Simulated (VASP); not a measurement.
# Mo6C in VASP: further runs

Mo6C is run at these levels: PBEsol; tasks: single point.

Everything below comes from runs of VASP 6.6.1. Logs are shortened: lines on timing, memory, paths and dates and some standing lists are left out, and cuts for length are marked.

### 1 The cell of the first run

The cell holds a slab with vacuum, 7 atoms: a = 4.426 Å, b = 4.426 Å, c = 19.725 Å, α = 90.00°, β = 90.00°, γ = 120.00°.

### 2 Single point, PBEsol

INCAR reads:

```
ALGO = Normal ; DIPOL = 0.5 0.5 0.334
EDIFF = 1E-7 ; ENCUT = 520
GGA = PS ; IDIPOL = 3
ISIF = 2 ; ISMEAR = 0
LASPH = T ; LCHARG = F
LDIPOL = T ; LREAL = F
LWAVE = F ; NBANDS = 53
NELM = 60 ; PREC = Accurate
SIGMA = 0.1
```

KPOINTS reads:

```
k-points
0
Gamma
  6 6 1
```

POSCAR reads:

```
Mo6C
1.0
    4.4256825775      0.0000000000      0.0000000000
   -2.2128412887      3.8327535412      0.0000000000
    0.0000000000      0.0000000000     19.7247696083
Mo C
6 1
Direct
    0.6666666666      0.3333333333      0.2027907083
    0.3333333333      0.6666666667      0.2485904155
    0.0000000000      0.0000000000      0.2943901228
    0.6666666666      0.3333333333      0.3368101117
    0.3333333333      0.6666666667      0.3772266205
    0.0000000000      0.0000000000      0.4169767136
    0.4444444444      0.8888888889      0.4599571648
```

Potentials or basis: VASP PAW PBE potentials, release 64 (Mo_sv, C).

Run with:

```
$ cat potpaw_PBE.64/Mo_sv/POTCAR potpaw_PBE.64/C/POTCAR > POTCAR
$ mpirun -np 1 vasp_std > vasp.out
```

OUTCAR:

```text
EDIFF = 1E-7
   ENCUT = 520
   GGA = PS
   ISIF = 2
   ISMEAR = 0
   LASPH = T
   LREAL = F
   NELM = 60
   PREC = Accurate

 ion  position               nearest neighbor table
   1  0.667  0.333  0.203-   4 2.64   2 2.71   2 2.71   2 2.71   3 3.13   3 3.13   3 3.13
   2  0.333  0.667  0.249-   5 2.54   1 2.71   1 2.71   1 2.71   3 2.71   3 2.71   3 2.71   4 3.09
                             4 3.09   4 3.09
   3  0.000  0.000  0.294-   6 2.42   4 2.69   4 2.69   4 2.69   2 2.71   2 2.71   2 2.71   5 3.03
                             5 3.03   5 3.03   1 3.13   1 3.13   1 3.13
   4  0.667  0.333  0.337-   1 2.64   5 2.68   5 2.68   5 2.68   3 2.69   3 2.69   3 2.69   6 3.00
                             6 3.00   6 3.00   2 3.09   2 3.09   2 3.09
   5  0.333  0.667  0.377-   7 1.84   2 2.54   6 2.67   6 2.67   6 2.67   4 2.68   4 2.68   4 2.68
                             3 3.03   3 3.03   3 3.03
   6  0.000  0.000  0.417-   7 2.41   7 2.41   3 2.42   5 2.67   5 2.67   5 2.67   4 3.00   4 3.00
                             4 3.00
   7  0.444  0.889  0.460-   5 1.84   6 2.41   6 2.41

  LATTYP: Found a hexagonal cell.
 ALAT       =     4.4256825775
 C/A-ratio  =     4.4568875564

  Lattice vectors:

 A1 = (   4.4256825775,   0.0000000000,   0.0000000000)
 A2 = (  -2.2128412887,   3.8327535412,   0.0000000000)
 A3 = (   0.0000000000,   0.0000000000,  19.7247696083)

Analysis of symmetry for initial positions (statically):
=====================================================================
 Subroutine PRICEL returns:
 Original cell was already a primitive cell.

 Routine SETGRP: Setting up the symmetry group for a
 hexagonal supercell.

 Subroutine GETGRP returns: Found  2 space group operations
 (whereof  2 operations were pure point group operations)
 out of a pool of 24 trial point group operations.

The static configuration has the point symmetry C_1h.

Analysis of symmetry for dynamics (positions and initial velocities):
=====================================================================
 Subroutine PRICEL returns:
 Original cell was already a primitive cell.

 Routine SETGRP: Setting up the symmetry group for a
 hexagonal supercell.

 Subroutine GETGRP returns: Found  2 space group operations
 (whereof  2 operations were pure point group operations)
 out of a pool of 24 trial point group operations.

The dynamic configuration has the point symmetry C_1h.

 Subroutine INISYM returns: Found  2 space group operations
 (whereof  2 operations are pure point group operations),
 and found     1 'primitive' translations

----------------------------------------------------------------------------------------

                                     Primitive cell

  volume of cell :     334.5824

  direct lattice vectors                    reciprocal lattice vectors
     4.425682577  0.000000000  0.000000000     0.225953846  0.130454514  0.000000000
    -2.212841289  3.832753541  0.000000000     0.000000000  0.260909028  0.000000000
     0.000000000  0.000000000 19.724769608     0.000000000  0.000000000  0.050697677

  length of vectors
     4.425682577  4.425682577 19.724769608     0.260909028  0.260909028  0.050697677

  position of ions in fractional coordinates (direct lattice)
     0.666666667  0.333333333  0.202790708
     0.333333333  0.666666667  0.248590415
     0.000000000  0.000000000  0.294390123
     0.666666667  0.333333333  0.336810112
     0.333333333  0.666666667  0.377226620
     0.000000000  0.000000000  0.416976714
     0.444444444  0.888888889  0.459957165

  ion indices of the primitive-cell ions
   primitive index   ion index
                 1           1
                 2           2
                 3           3
                 4           4
                 5           5
                 6           6
                 7           7

----------------------------------------------------------------------------------------

 KPOINTS: k-points

Automatic generation of k-mesh.
 Grid dimensions read from file:
 generate k-points for:    6    6    1

 Generating k-lattice:

  Cartesian coordinates                     Fractional coordinates (reciprocal lattice)
     0.037658974  0.021742419  0.000000000     0.166666667  0.000000000  0.000000000
     0.000000000  0.043484838  0.000000000     0.000000000  0.166666667  0.000000000
     0.000000000  0.000000000  0.050697677     0.000000000  0.000000000  1.000000000

  Length of vectors
     0.043484838  0.043484838  0.050697677

  Shift w.r.t. Gamma in fractional coordinates (k-lattice)
     0.000000000  0.000000000  0.000000000

 Subroutine IBZKPT returns following result:
 ===========================================

 Found     13 irreducible k-points:

 Following reciprocal coordinates:
            Coordinates               Weight
  0.000000  0.000000  0.000000      1.000000
  0.166667  0.000000  0.000000      4.000000
  0.000000  0.166667  0.000000      2.000000
  0.333333  0.000000  0.000000      4.000000
  0.000000  0.333333  0.000000      2.000000
  0.500000  0.000000  0.000000      2.000000
  0.000000  0.500000  0.000000      1.000000
  0.166667  0.166667  0.000000      4.000000
 -0.333333  0.166667  0.000000      2.000000
  0.333333  0.166667  0.000000      4.000000
 -0.166667  0.500000  0.000000      4.000000
  0.500000  0.333333  0.000000      4.000000
  0.333333  0.333333  0.000000      2.000000
   k-points           NKPTS =     13   k-points in BZ     NKDIM =     13   number of bands    NBANDS=     53
   number of dos      NEDOS =    301   number of ions     NIONS =      7
   total plane-waves  NPLWV = 194400
   dimension x,y,z NGX =    36 NGY =   36 NGZ =  150
   dimension x,y,z NGXF=    72 NGYF=   72 NGZF=  300
   ions per type =               6   1
   NGX,Y,Z   is equivalent  to a cutoff of  13.52, 13.52, 12.64 a.u.
   NGXF,Y,Z  is equivalent  to a cutoff of  27.05, 27.05, 25.28 a.u.
 SYSTEM =  unknown system
   PREC   = accura    normal or accurate (medium, high low for compatibility)
   ISTART =      0    job   : 0-new  1-cont  2-samecut
   ICHARG =      2    charge: 1-file 2-atom 10-const
   ISPIN  =      1    spin polarized calculation?
   LNONCOLLINEAR =      F non collinear calculations
   LSORBIT =      F    spin-orbit coupling
   LASPH  =      T    aspherical Exc in radial PAW
   ENCUT  =  520.0 eV  38.22 Ry    6.18 a.u.   8.23  8.23 36.67*2*pi/ulx,y,z
   NELM   =     60;   NELMIN=  2; NELMDL= -5     # of ELM steps
   EDIFF  = 0.1E-06   stopping-criterion for ELM
   LREAL  =      F    real-space projection
   EDIFFG = 0.1E-05   stopping-criterion for IOM
   NSW    =      0    number of steps for IOM
   IBRION =     -1    ionic relax: 0-MD 1-quasi-New 2-CG
   NFREE  =      0    steps in history (QN), initial steepest desc. (CG)
   ISIF   =      2    stress and relaxation
   ISYM   =      2    0-nonsym 1-usesym 2-fastsym
   POTIM  = 0.5000    time-step for ionic-motion
   TEBEG  =    0.0;   TEEND  =   0.0 temperature during run
   PSTRESS=    0.0 pullay stress
   NELECT =      88.0000    total number of electrons
   NUPDOWN=      -1.0000    fix difference up-down
   EMIN   =  10.00;   EMAX   =-10.00  energy-range for DOS
   EFERMI =   0.00;   METHOD = LEGACY
   ISMEAR =     0;   SIGMA  =   0.10  broadening in eV -4-tet -1-fermi 0-gaus
   EFERMI_NEDOS =   21; number of points for ismear=-14 and -15
   IALGO  =     38    algorithm
   IMIX   =      4    mixing-type and parameters
     AMIX     =   0.40;   BMIX     =  1.00
     AMIX_MAG =   1.60;   BMIX_MAG =  1.00
  volume/ion in A,a.u.               =      47.80       322.55
  Fermi-wavevector in a.u.,A,eV,Ry     =   1.048901  1.982136 14.969052  1.100194
  Thomas-Fermi vector in A             =   2.183842
   LORBIT       =      0    0 simple, 1 ext, 2 COOP (PROOUT), +10 PAW based schemes
   GGA     = PS    functional components
   LHFCALC =     F    Hartree Fock is set to
   AEXX    =    0.0000 exact exchange contribution
   IVDW    =     0    specifies the selected vdW correction
   LEPSILON=     F    determine dielectric tensor
   LRPA    =     F    only Hartree local field effects (RPA)
 non-spin polarized calculation
 Gauss-broadening in eV      SIGMA  =   0.10
  energy-cutoff  :      520.00
  volume of cell :      334.58
 maximum number of plane-waves:      9055
 NGX is ok and might be reduce to    36
   NGX = 17   NGY = 17   NGZ = 73

 dipolmoment           0.000000      0.000000     -0.019445 electrons x Angstroem

 number of electron      88.0000012 magnetization

 dipolmoment           0.000000      0.000000      0.177108 electrons x Angstroem

 Free energy of the ion-electron system (eV)
  ---------------------------------------------------
  ext. energy  EPLUGINS =         0.00000000
  ---------------------------------------------------
  free energy    TOTEN  =       -71.19754661 eV

  energy without entropy =      -71.16334442  energy(sigma->0) =      -71.18044552

 E-fermi :   0.2403     XC(G=0):  -5.0821

 val. band max:        0.2350751569   @ k =   0.3333   0.3333   0.0000
 cond. band min:       0.2530903814   @ k =   0.1667   0.1667   0.0000
 fundamental gap:      0.0180152246
 Fermi energy:         0.2402746112

 k-point     1 :       0.0000    0.0000    0.0000
  band No.  band energies     occupation
      1     -60.7662      2.00000
      2     -60.5333      2.00000
      3     -60.4632      2.00000
      4     -60.4250      2.00000
      5     -60.3107      2.00000
      6     -60.1820      2.00000
[... 45 lines left out ...]
     52       2.4356      0.00000
     53       2.4381      0.00000

 k-point     2 :       0.1667    0.0000    0.0000
  band No.  band energies     occupation
      1     -60.7457      2.00000
      2     -60.5311      2.00000
      3     -60.4612      2.00000
      4     -60.4247      2.00000
      5     -60.3234      2.00000
      6     -60.1957      2.00000
[... 45 lines left out ...]
     52       2.2418      0.00000
     53       2.5953      0.00000
[... 558 lines left out ...]
     52       2.0968      0.00000
     53       2.4425      0.00000

 k-point    13 :       0.3333    0.3333    0.0000
  band No.  band energies     occupation
      1     -60.6550      2.00000
      2     -60.5349      2.00000
      3     -60.4473      2.00000
      4     -60.4063      2.00000
      5     -60.3882      2.00000
      6     -60.2550      2.00000
[... 45 lines left out ...]
     52       1.7481      0.00000
     53       2.3972      0.00000

------------------------ aborting loop because EDIFF is reached ----------------------------------------

 vacuum level on the upper side and lower side of the slab       (xc-potential included)         0.870        -1.016

  FORCE on cell =-STRESS in cart. coord.  units (eV):
  Direction    XX          YY          ZZ          XY          YZ          ZX
  --------------------------------------------------------------------------------------
  -------------------------------------------------------------------------------------
  Total       -7.3071340     -2.4678494      2.3808521     -0.0000000      3.4459629      0.0000000
  in kB      -34.9908555    -11.8175144     11.4009202     -0.0000000     16.5012973      0.0000000
  external PRESSURE =     -11.8024832 kB  Pullay stress =       0.0000000 kB

 VOLUME and BASIS-vectors are now :
 -----------------------------------------------------------------------------
  energy-cutoff  :      520.00
  volume of cell :      334.58
      direct lattice vectors                 reciprocal lattice vectors
     4.425682577  0.000000000  0.000000000     0.225953846  0.130454514  0.000000000
    -2.212841289  3.832753541  0.000000000     0.000000000  0.260909028  0.000000000
     0.000000000  0.000000000 19.724769608     0.000000000  0.000000000  0.050697677

 POSITION                                       TOTAL-FORCE (eV/Angst)
 -----------------------------------------------------------------------------------
      2.21284      1.27758      4.00000        -0.000000     -0.294997      2.267142
     -0.00000      2.55517      4.90339         0.000000      0.225926     -1.865264
      0.00000      0.00000      5.80678        -0.000000     -0.285696     -1.381600
      2.21284      1.27758      6.64350         0.000000      0.536652     -0.990278
     -0.00000      2.55517      7.44071        -0.000000     -1.615520     -1.072778
      0.00000      0.00000      8.22477        -0.000000     -0.738459      2.984682
     -0.00000      3.40689      9.07255         0.000000      2.172096      0.058097
 -----------------------------------------------------------------------------------
    total drift:                                0.000001     -0.000023     -0.000323

  FREE ENERGIE OF THE ION-ELECTRON SYSTEM (eV)
  ---------------------------------------------------
  free  energy   TOTEN  =       -71.1975466127 eV

  energy  without entropy=      -71.1633444240  energy(sigma->0) =      -71.18044552

 vacuum level on the upper side and lower side of the slab         5.965         4.044
```

It took 8.6 min on 1 thread of AMD EPYC 9R45 (Zen 5), shared host; peak memory 0.52 GiB.

What came out:

```yaml
Free_energy: -71.1975 eV
Largest_force: 3.075 eV/Å
Band_gap_on_the_k_mesh: zero (bands 44 and 45 overlap by 0.28 eV)
```

Forces on the atoms (eV/Å):
```
Mo   0.000 -0.295  2.267
Mo   0.000  0.226 -1.865
Mo   0.000 -0.286 -1.382
Mo   0.000  0.537 -0.990
Mo   0.000 -1.616 -1.073
Mo   0.000 -0.738  2.985
C    0.000  2.172  0.058
```

Caveat: the PAW data sets were made with another functional, which shifts forces and pressure a little.

### 3 Single point, PBEsol

INCAR reads:

```
PREC     = Accurate       # precision mode
ENCUT    = 520            # plane-wave cutoff, eV
EDIFF    = 1E-6           # SCF threshold, eV
ISMEAR   = 0              # smearing method
SIGMA    = 0.1            # smearing width, eV
LREAL    = False          # projectors in reciprocal space
LASPH    = True           # aspherical terms in the spheres
NELM     = 80             # most SCF steps
ALGO     = Normal         # electronic algorithm
ISIF     = 2              # what is computed and relaxed
LWAVE    = False          # write WAVECAR
LCHARG   = True           # write CHGCAR
LDIPOL   = True         
IDIPOL   = 3            
DIPOL    = 0.5 0.5 0.330
GGA      = PS             # functional
LELF     = True           # ELF
LVHAR    = True         
LVACPOTAV= True         
NBANDS   = 53             # bands
```

KPOINTS reads:

```
regular mesh
0
Gamma
  6 6 1
```

POSCAR reads:

```
Mo6C
1.0
    4.4256825775      0.0000000000      0.0000000000
   -2.2128412887      3.8327535412      0.0000000000
    0.0000000000      0.0000000000     19.7247696083
Mo C
6 1
Direct
    0.6666666667      0.3333333333      0.2027907083
    0.3333333333      0.6666666666      0.2485904155
    0.0000000000      0.0000000000      0.2943901228
    0.6666666667      0.3333333333      0.3368101117
    0.3333333333      0.6666666666      0.3772266205
    0.0000000000      0.0000000000      0.4169767136
    0.8888888889      0.4444444444      0.4346224038
```

Potentials or basis: VASP PAW PBE potentials, release 64 (Mo_sv, C).

Run with:

```
$ cat potpaw_PBE.64/Mo_sv/POTCAR potpaw_PBE.64/C/POTCAR > POTCAR
$ mpirun -np 1 vasp_std > vasp.out
```

It took 7.3 min on 1 thread of AMD EPYC 9R45 (Zen 5), shared host; peak memory 0.52 GiB.

The run converged. Its results:

```
Free energy            : -72.4787 eV
Largest force          : 1.855 eV/Å
Band gap on the k mesh : zero (bands 44 and 45 overlap by 0.06 eV)
```

Forces on the atoms (eV/Å):
```
Mo   0.062  0.036  1.533
Mo  -0.164 -0.094 -0.722
Mo   0.198  0.114 -1.833
Mo  -0.618 -0.357 -0.638
Mo   1.094  0.632  0.109
Mo  -0.895 -0.517  1.540
C    0.323  0.186  0.011
```

Levels at points of the mesh, in eV from the Fermi level:
```csv
k point,band 42,band 43,band 44,band 45,band 46,band 47
"(0.00, 0.00, 0.00)",-1.17,-0.75,-0.68,0.02,0.70,1.21
"(0.50, 0.00, 0.00)",-0.96,-0.44,-0.12,0.01,0.01,0.45
"(0.00, 0.50, 0.00)",-0.87,-0.16,-0.10,0.39,0.46,0.96
```

Caveat: the PAW data sets were made with another functional, which shifts forces and pressure a little.

The gap in the log of VASP goes by the Fermi energy; the results here count the filled bands.